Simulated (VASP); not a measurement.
KCl, 2 atoms in the cell. It takes space group Fm-3m (No. 225, cubic). The conventional cell has a = 6.248 Å, b = 6.248 Å, c = 6.248 Å, α = 90.00°, β = 90.00°, γ = 90.00°. Within 4.1 Å of K (site symmetry m-3m) lie 6 Cl at 3.12 Å. Cl (site symmetry m-3m) has 6 K at 3.12 Å within 4.1 Å.  This cell differs from its parent crystal: volume changed by -6%.

```yaml
Program: VASP 6.6.1
Task: single point
Functional: PBE
Potentials_or_basis: VASP PAW PBE potentials, release 64 (K_sv, Cl)
Cutoff: 520 eV
k_mesh: 6 × 6 × 6
Occupations: gaussian, width 0.01 eV
Spin: no spin polarisation
Dipole_correction: no
Further_INCAR_settings: ALGO = Normal; EDIFF = 1e-07; NBANDS = 15
```

Potentials or basis: VASP PAW PBE potentials, release 64 (K_sv, Cl).

Launch:

```console
$ cat potpaw_PBE.64/K_sv/POTCAR potpaw_PBE.64/Cl/POTCAR > POTCAR
$ mpirun -np 1 vasp_std > vasp.out
```

Hardware: 1 thread of Intel(R) Xeon(R) Platinum 8559C (Emerald Rapids), on a shared host.

Estimate the wall time of this run.

Run time: 9.6 s on 1 thread of Intel(R) Xeon(R) Platinum 8559C (Emerald Rapids), with other jobs on the host, peak memory 0.2 GiB. Counts: scf iterations 15, k points 16.
